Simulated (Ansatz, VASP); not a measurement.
Two plane-wave programs on GaSb

File INCAR:

```
SYSTEM = GaSb
  ALGO = Normal
  DIPOL = 0.5 0.5 0.500
  EDIFF = 1E-6
  ENCUT = 520
  GGA = PS
  IDIPOL = 3
  ISIF = 2
  ISMEAR = 0
  LASPH = .TRUE.
  LCHARG = .TRUE.
  LDIPOL = .TRUE.
  LELF = .TRUE.
  LREAL = .FALSE.
  LVACPOTAV = .TRUE.
  LVHAR = .TRUE.
  LWAVE = .FALSE.
  NBANDS = 46
  NELM = 80
  PREC = Accurate
  SIGMA = 0.1
```

KPOINTS

```
k-points
0
G
  8 8 1
  0 0 0
```

POSCAR

```
GaSb
1.0
    4.3212908981      0.0000000000      0.0000000000
    0.0000000000      4.3212908981      0.0000000000
    0.0000000000      0.0000000000     25.6946493413
Sb Ga
4 4
Direct
    0.0000000000      0.5000000000      0.2918895643
    0.5000000000      0.0000000000      0.4108098133
    0.0000000000      0.5000000000      0.5297300622
    0.5000000000      0.0000000000      0.6486503112
    0.5000000000      0.5000000000      0.3513496888
    0.0000000000      0.0000000000      0.4702699378
    0.5000000000      0.5000000000      0.5891901867
    0.0000000000      0.0000000000      0.7081104357
```

Input for Ansatz:

```yaml
crystal:
  lattice:
    - [4.3212908981, 0.0, 0.0]
    - [0.0, 4.3212908981, 0.0]
    - [0.0, 0.0, 25.6946493413]
  atoms:
    - { symbol: Sb, position: [0.0, 0.5, 0.2918895643] }
    - { symbol: Ga, position: [0.5, 0.5, 0.3513496888] }
    - { symbol: Sb, position: [0.5, 0.0, 0.4108098133] }
    - { symbol: Ga, position: [0.0, 0.0, 0.4702699378] }
    - { symbol: Sb, position: [0.0, 0.5, 0.5297300622] }
    - { symbol: Ga, position: [0.5, 0.5, 0.5891901867] }
    - { symbol: Sb, position: [0.5, 0.0, 0.6486503112] }
    - { symbol: Ga, position: [0.0, 0.0, 0.7081104357] }
basis:
  ecutwfc: 420
kpoints:
  mp_grid: { grid: [8, 8, 1] }
hamiltonian:
  xc: pbesol
scf:
  occupations: { method: gaussian, width: 0.1 }
output:
  forces: true
  stress: true
  eigenvalues: true
efield:
  axis: 3
  dipole_correction: true
```

Alike in both runs: task single point; functional PBEsol; k mesh 8 × 8 × 1; occupations gaussian, width 0.1 eV; no spin polarisation.

|  | VASP | Ansatz |
| --- | --- | --- |
| version | VASP 6.6.1 | Ansatz 0.2.0 |
| potentials or method | VASP PAW PBE potentials, release 64 (Sb, Ga_d), cutoff 520 eV | scalar-relativistic, plane waves, PAW |
| valence electrons in the cell | 72 | 112 |

VASP gave:

- gap on the k mesh at the Fermi level (eV): none
- rms of the force components (eV/Å): 0.167
- work function, face that differs most (eV): 5.28

Task: What did Ansatz give for the same quantities?

Result: gap on the k mesh at the Fermi level (eV): none; rms of the force components (eV/Å): 0.165; work function, face that differs most (eV): 5.27.

VASP's potentials were made for PBE, not for PBEsol. A gap of «none» marks a metal or a gap that the smearing closes. The functional is the same, so the differences come from potentials, cutoffs and numerics. VASP's potentials hold 72 valence electrons a cell and Ansatz's 112, so a difference there can come from the potentials and not from the codes.

Spin-orbit coupling is off throughout.
